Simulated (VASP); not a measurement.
The system is NaScTe2.

```
Na Te Sc
1.0
     4.30993    0.00000    0.00000
     0.00000    4.30993    0.00000
     0.00000    0.00000    5.89917
Na Te Sc
1 2 1
Direct
  0.00000 0.00000 0.00000
  0.00000 0.00000 0.50000
  0.50000 0.50000 0.00000
  0.50000 0.50000 0.50000
```

Base run:

| Item | Value |
| --- | --- |
| Program | VASP 6.6.1 |
| Functional | PBE |
| Potentials or basis | VASP PAW PBE potentials, release 64 (Na_pv, Te, Sc_sv) |
| Cutoff | 520 eV |
| k mesh | 6 × 6 × 4 |
| Occupations | fermi-dirac, width 0.02 eV |
| Spin | no spin polarisation |

Its results: band gap on the k mesh zero (bands 15 and 16 overlap by 0.30 eV); pressure 0.5 GPa.

**Question.** The run is repeated on the same cell with these changes: functional from PBE to r2SCAN. What comes out?

**Answer.** Band gap on the k mesh zero (bands 15 and 16 overlap by 0.10 eV); pressure 0.0 GPa.

Caveats: spin-orbit coupling is left out, which moves the levels of the heavy elements; the PAW data sets were made with another functional, which shifts forces and pressure a little (at least some runs).
